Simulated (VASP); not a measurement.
# Li (Im-3m) in VASP: a series of runs

Runs on Li. Level: LDA. Tasks: single point, relaxation of volume and atoms at fixed shape.

Everything below comes from runs of VASP 6.6.1. Logs are shortened: lines on timing, memory, paths and dates and some standing lists are left out, and cuts for length are marked.

**1. The cell of the first run**

Symmetry: Im-3m, No. 229, cubic system. Conventional cell: a = 3.365 Å, b = 3.365 Å, c = 3.365 Å, α = 90.00°, β = 90.00°, γ = 90.00°. Within 3.8 Å of Li (site symmetry m-3m) lie 14 Li at 2.91 to 3.36 Å.

**2. Single point, LDA**

INCAR reads:

```
  PREC = Accurate
  ENCUT = 520
  EDIFF = 1E-7
  ISMEAR = -1
  SIGMA = 0.05
  LREAL = False
  LASPH = True
  NELM = 100
  ALGO = Normal
  ISIF = 2
  LWAVE = False
  LCHARG = True
  GGA = CA
  LELF = True
  LVHAR = True
  NBANDS = 10
```

KPOINTS reads:

```
Automatic mesh
0
Gamma
  12 12 12
```

POSCAR reads:

```
Li
1.0
    3.3649584756      0.0000000000      0.0000000000
    0.0000000000      3.3649584756      0.0000000000
    0.0000000000      0.0000000000      3.3649584756
Li
2
Direct
    0.0000000000      0.0000000000      0.0000000000
    0.5000000000      0.5000000000      0.5000000000
```

Potentials or basis: VASP PAW LDA potentials, release 64 (Li_sv).

The run is started by

```sh
$ cat potpaw_LDA.64/Li_sv/POTCAR > POTCAR
$ mpirun -np 1 vasp_std > vasp.out
```

OUTCAR:

```text
PREC = Accurate
   ENCUT = 520
   EDIFF = 1E-7
   ISMEAR = -1
   LREAL = False
   LASPH = True
   NELM = 100
   ISIF = 2
   GGA = CA

 ion  position               nearest neighbor table
   1  0.000  0.000  0.000-
   2  0.500  0.500  0.500-

  LATTYP: Found a simple cubic cell.
 ALAT       =     3.3649584756

  Lattice vectors:

 A1 = (   3.3649584756,   0.0000000000,   0.0000000000)
 A2 = (   0.0000000000,   3.3649584756,   0.0000000000)
 A3 = (   0.0000000000,   0.0000000000,   3.3649584756)

Analysis of symmetry for initial positions (statically):
=====================================================================
 Subroutine PRICEL returns following result:

  LATTYP: Found a body centered cubic cell.
 ALAT       =     3.3649584756

  Lattice vectors:

 A1 = (   1.6824792378,   1.6824792378,  -1.6824792378)
 A2 = (  -1.6824792378,   1.6824792378,   1.6824792378)
 A3 = (   1.6824792378,  -1.6824792378,   1.6824792378)

   2 primitive cells build up your supercell.

 Routine SETGRP: Setting up the symmetry group for a
 simple cubic supercell.

 Subroutine GETGRP returns: Found 48 space group operations
 (whereof 48 operations were pure point group operations)
 out of a pool of 48 trial point group operations.

The static configuration has the point symmetry O_h .

Analysis of symmetry for dynamics (positions and initial velocities):
=====================================================================
 Subroutine PRICEL returns following result:

  LATTYP: Found a body centered cubic cell.
 ALAT       =     3.3649584756

  Lattice vectors:

 A1 = (   1.6824792378,   1.6824792378,  -1.6824792378)
 A2 = (  -1.6824792378,   1.6824792378,   1.6824792378)
 A3 = (   1.6824792378,  -1.6824792378,   1.6824792378)

   2 primitive cells build up your supercell.

 Routine SETGRP: Setting up the symmetry group for a
 simple cubic supercell.

 Subroutine GETGRP returns: Found 48 space group operations
 (whereof 48 operations were pure point group operations)
 out of a pool of 48 trial point group operations.

The dynamic configuration has the point symmetry O_h .

 Subroutine INISYM returns: Found 48 space group operations
 (whereof 48 operations are pure point group operations),
 and found     2 'primitive' translations

----------------------------------------------------------------------------------------

                                     Primitive cell

  volume of cell :      19.0506

  direct lattice vectors                    reciprocal lattice vectors
     1.682479238  1.682479238 -1.682479238     0.297180487  0.297180487  0.000000000
    -1.682479238  1.682479238  1.682479238     0.000000000  0.297180487  0.297180487
     1.682479238 -1.682479238  1.682479238     0.297180487  0.000000000  0.297180487

  length of vectors
     2.914139523  2.914139523  2.914139523     0.420276676  0.420276676  0.420276676

  position of ions in fractional coordinates (direct lattice)
     0.000000000  0.000000000  0.000000000

  ion indices of the primitive-cell ions
   primitive index   ion index
                 1           1

----------------------------------------------------------------------------------------

 KPOINTS: Automatic mesh

Automatic generation of k-mesh.
 Grid dimensions read from file:
 generate k-points for:   12   12   12

 Generating k-lattice:

  Cartesian coordinates                     Fractional coordinates (reciprocal lattice)
     0.024765041  0.000000000  0.000000000     0.083333333  0.000000000  0.000000000
     0.000000000  0.024765041  0.000000000     0.000000000  0.083333333  0.000000000
     0.000000000  0.000000000  0.024765041     0.000000000  0.000000000  0.083333333

  Length of vectors
     0.024765041  0.024765041  0.024765041

  Shift w.r.t. Gamma in fractional coordinates (k-lattice)
     0.000000000  0.000000000  0.000000000

 Subroutine IBZKPT returns following result:
 ===========================================

 Found     84 irreducible k-points:

 Following reciprocal coordinates:
            Coordinates               Weight
  0.000000  0.000000  0.000000      1.000000
  0.083333  0.000000  0.000000      6.000000
  0.166667  0.000000  0.000000      6.000000
  0.250000  0.000000  0.000000      6.000000
  0.333333  0.000000  0.000000      6.000000
  0.416667  0.000000  0.000000      6.000000
[... 16 lines left out ...]
  0.333333  0.333333  0.000000     12.000000
  0.416667  0.333333  0.000000     24.000000
 [... further k-points ...]
   k-points           NKPTS =     84   k-points in BZ     NKDIM =     84   number of bands    NBANDS=     10
   number of dos      NEDOS =    301   number of ions     NIONS =      2
   total plane-waves  NPLWV =  21952
   dimension x,y,z NGX =    28 NGY =   28 NGZ =   28
   dimension x,y,z NGXF=    56 NGYF=   56 NGZF=   56
   ions per type =               2
   NGX,Y,Z   is equivalent  to a cutoff of  13.83, 13.83, 13.83 a.u.
   NGXF,Y,Z  is equivalent  to a cutoff of  27.67, 27.67, 27.67 a.u.
 SYSTEM =  unknown system
   PREC   = accura    normal or accurate (medium, high low for compatibility)
   ISTART =      0    job   : 0-new  1-cont  2-samecut
   ICHARG =      2    charge: 1-file 2-atom 10-const
   ISPIN  =      1    spin polarized calculation?
   LNONCOLLINEAR =      F non collinear calculations
   LSORBIT =      F    spin-orbit coupling
   LASPH  =      T    aspherical Exc in radial PAW
   ENCUT  =  520.0 eV  38.22 Ry    6.18 a.u.   6.26  6.26  6.26*2*pi/ulx,y,z
   NELM   =    100;   NELMIN=  2; NELMDL= -5     # of ELM steps
   EDIFF  = 0.1E-06   stopping-criterion for ELM
   LREAL  =      F    real-space projection
   EDIFFG = 0.1E-05   stopping-criterion for IOM
   NSW    =      0    number of steps for IOM
   IBRION =     -1    ionic relax: 0-MD 1-quasi-New 2-CG
   NFREE  =      0    steps in history (QN), initial steepest desc. (CG)
   ISIF   =      2    stress and relaxation
   ISYM   =      2    0-nonsym 1-usesym 2-fastsym
   POTIM  = 0.5000    time-step for ionic-motion
   TEBEG  =    0.0;   TEEND  =   0.0 temperature during run
   PSTRESS=    0.0 pullay stress
   NELECT =       6.0000    total number of electrons
   NUPDOWN=      -1.0000    fix difference up-down
   EMIN   =  10.00;   EMAX   =-10.00  energy-range for DOS
   EFERMI =   0.00;   METHOD = LEGACY
   ISMEAR =    -1;   SIGMA  =   0.05  broadening in eV -4-tet -1-fermi 0-gaus
   EFERMI_NEDOS =   21; number of points for ismear=-14 and -15
   IALGO  =     38    algorithm
   IMIX   =      4    mixing-type and parameters
     AMIX     =   0.40;   BMIX     =  1.00
     AMIX_MAG =   1.60;   BMIX_MAG =  1.00
  volume/ion in A,a.u.               =      19.05       128.56
  Fermi-wavevector in a.u.,A,eV,Ry     =   0.884054  1.670620 10.633657  0.781552
  Thomas-Fermi vector in A             =   2.004903
   LORBIT       =      0    0 simple, 1 ext, 2 COOP (PROOUT), +10 PAW based schemes
   GGA     = CA    functional components
   LHFCALC =     F    Hartree Fock is set to
   AEXX    =    0.0000 exact exchange contribution
   IVDW    =     0    specifies the selected vdW correction
   LEPSILON=     F    determine dielectric tensor
   LRPA    =     F    only Hartree local field effects (RPA)
 non-spin polarized calculation
  energy-cutoff  :      520.00
  volume of cell :       38.10
 maximum number of plane-waves:      1064
 NGX is ok and might be reduce to    28
   NGX = 13   NGY = 13   NGZ = 13

 number of electron       5.9999978 magnetization

 Free energy of the ion-electron system (eV)
  ---------------------------------------------------
  ext. energy  EPLUGINS =         0.00000000
  ---------------------------------------------------
  free energy    TOTEN  =        -4.09048528 eV

  energy without entropy =       -4.08166274  energy(sigma->0) =       -4.08607401

 E-fermi :   0.8027     XC(G=0):  -7.3024

 val. band max:        0.7644895911   @ k =   0.4167   0.1667   0.0000
 cond. band min:       0.8155502423   @ k =   0.5000   0.3333   0.1667
 fundamental gap:      0.0510606511
 Fermi energy:         0.8027186676

 k-point     1 :       0.0000    0.0000    0.0000
  band No.  band energies     occupation
      1     -44.7487      2.00000
      2     -44.7024      2.00000
      3      -2.7904      2.00000
      4       6.4358      0.00000
      5       6.4358      0.00000
      6       6.4358      0.00000
      7       8.9096      0.00000
      8       8.9096      0.00000
      9      15.4583      0.00000
     10      15.7729      0.00000

 k-point     2 :       0.0833    0.0000    0.0000
  band No.  band energies     occupation
      1     -44.7478      2.00000
      2     -44.7030      2.00000
      3      -2.7246      2.00000
      4       5.5560      0.00000
      5       6.5241      0.00000
      6       6.5241      0.00000
      7       9.0018      0.00000
      8       9.9249      0.00000
      9      15.2750      0.00000
     10      15.4060      0.00000

 k-point     3 :       0.1667    0.0000    0.0000
  band No.  band energies     occupation
      1     -44.7450      2.00000
      2     -44.7050      2.00000
      3      -2.5262      2.00000
      4       4.1581      0.00000
      5       6.7886      0.00000
      6       6.7886      0.00000
      7       9.2783      0.00000
      8      11.6641      0.00000
      9      14.4371      0.00000
     10      14.4371      0.00000
[... 248 lines left out ...]
 k-point    23 :       0.3333    0.3333    0.0000
  band No.  band energies     occupation
      1     -44.7280      2.00000
      2     -44.7164      2.00000
      3      -0.6996      2.00000
      4       1.7134      0.00000
      5       4.5073      0.00000
      6       7.3104      0.00000
      7       9.1843      0.00000
      8      12.0863      0.00000
      9      12.9753      0.00000
     10      13.5592      0.00000

 k-point    24 :       0.4167    0.3333    0.0000
  band No.  band energies     occupation
      1     -44.7248      2.00000
      2     -44.7188      2.00000
      3      -0.1395      2.00000
      4       1.1884      0.00089
      5       4.7000      0.00000
      6       6.2304      0.00000
      7       9.9048      0.00000
      8      11.5319      0.00000
      9      13.0664      0.00000
     10      13.3231      0.00000

 [... further k-points ...]

------------------------ aborting loop because EDIFF is reached ----------------------------------------

  FORCE on cell =-STRESS in cart. coord.  units (eV):
  Direction    XX          YY          ZZ          XY          YZ          ZX
  --------------------------------------------------------------------------------------
  -------------------------------------------------------------------------------------
  Total       -0.0302147     -0.0302147     -0.0302147     -0.0000000      0.0000000     -0.0000000
  in kB       -1.2705432     -1.2705432     -1.2705432     -0.0000000      0.0000000     -0.0000000
  external PRESSURE =      -1.2705432 kB  Pullay stress =       0.0000000 kB

 VOLUME and BASIS-vectors are now :
 -----------------------------------------------------------------------------
  energy-cutoff  :      520.00
  volume of cell :       38.10
      direct lattice vectors                 reciprocal lattice vectors
     3.364958476  0.000000000  0.000000000     0.297180487  0.000000000  0.000000000
     0.000000000  3.364958476  0.000000000     0.000000000  0.297180487  0.000000000
     0.000000000  0.000000000  3.364958476     0.000000000  0.000000000  0.297180487

 POSITION                                       TOTAL-FORCE (eV/Angst)
 -----------------------------------------------------------------------------------
      0.00000      0.00000      0.00000         0.000000     -0.000000      0.000000
      1.68248      1.68248      1.68248        -0.000000      0.000000     -0.000000
 -----------------------------------------------------------------------------------
    total drift:                                0.000000      0.000000      0.000000

  FREE ENERGIE OF THE ION-ELECTRON SYSTEM (eV)
  ---------------------------------------------------
  free  energy   TOTEN  =        -4.0904852774 eV

  energy  without entropy=       -4.0816627389  energy(sigma->0) =       -4.08607401
```

It took 18 s on 1 thread of Intel Xeon Platinum 8375C at 2.90GHz (Ice Lake), shared host; peak memory 0.14 GiB.

Results:

```yaml
Free_energy: -4.0905 eV
Band_gap_on_the_k_mesh: zero (band 3 reaches 4.26 eV, above the bottom of band 4 at -0.36 eV)
```

Caveat: the cutoff is under 1.25 times the usual one of these potentials, so pressure, stress and relaxed cells hold a basis-set (Pulay) error.

**3. Relaxation of volume and atoms at fixed shape, LDA**

This run uses another cell than the first one, of 21.62 Å³/atom, 1.135 times its volume.

INCAR reads:

```
SYSTEM = Li
  ALGO = Normal
  EDIFF = 1E-7
  EDIFFG = -0.03
  ENCUT = 600
  GGA = CA
  IBRION = 2
  ISIF = 8
  ISMEAR = -1
  LASPH = .True.
  LCHARG = .False.
  LREAL = .False.
  LWAVE = .False.
  NELM = 100
  NSW = 60
  PREC = Accurate
  SIGMA = 0.05
```

KPOINTS reads:

```
k-points
0
Gamma
  12 12 12
  0 0 0
```

POSCAR reads:

```
Li
1.0
    3.5100000000      0.0000000000      0.0000000000
    0.0000000000      3.5100000000      0.0000000000
    0.0000000000      0.0000000000      3.5100000000
Li
2
Direct
    0.0000000000      0.0000000000      0.0000000000
    0.5000000000      0.5000000000      0.5000000000
```

Potentials or basis: VASP PAW LDA potentials, release 64 (Li_sv).

The run is started by

```sh
$ cat potpaw_LDA.64/Li_sv/POTCAR > POTCAR
$ mpirun -np 1 vasp_std > vasp.out
```

Wall time 54 s (1 thread of Intel Xeon Platinum 8375C at 2.90GHz (Ice Lake), shared host); peak memory 0.14 GiB.

The run converged. Its results:

```
Free energy                            : -4.0962 eV
Relaxed volume                         : 18.69 Å³/atom
Relaxed cell                           : a = 3.344 Å, b = 3.344 Å, c = 3.344 Å, α = 90.00°, β = 90.00°, γ = 90.00°
Space group after relaxing (to 0.05 Å) : Im-3m (No. 229)
Energy gained by relaxing              : 16.6 meV/atom
Ionic steps                            : 4
Pressure after relaxing                : 0.1 GPa
Band gap on the k mesh                 : zero (band 3 reaches 4.35 eV, above the bottom of band 4 at -0.31 eV)
```

The path:
```
step  energy change (eV)  largest force (eV/Å)  pressure (GPa)  volume (Å³)
   1              0.0000                0.0000           -1.67        43.24
   2             -0.0132                0.0000           -1.36        41.85
   3             -0.0312                0.0000           -0.49        38.83
   4             -0.0332                0.0000            0.06        37.38
```

Final structure:
```
Li
1.0
     3.34359    0.00000    0.00000
     0.00000    3.34359    0.00000
     0.00000    0.00000    3.34359
Li
2
Direct
  0.00000 0.00000 0.00000
  0.50000 0.50000 0.50000
```

Levels at points of the mesh, in eV from the Fermi level:
```tsv
k point	band 1	band 2	band 3	band 4	band 5	band 6	band 7
(0.00, 0.00, 0.00)	-45.51	-45.46	-3.62	5.70	5.70	5.70	8.20
(0.50, 0.00, 0.00)	-45.49	-45.49	-1.17	-1.17	8.88	8.88	8.88
(0.50, 0.50, 0.00)	-45.48	-45.48	0.19	0.19	3.55	3.55	10.76
(0.50, 0.50, 0.50)	-45.48	-45.48	3.49	3.49	3.49	3.49	3.49
```

Caveat: the cutoff is under 1.25 times the usual one of these potentials, so pressure, stress and relaxed cells hold a basis-set (Pulay) error.
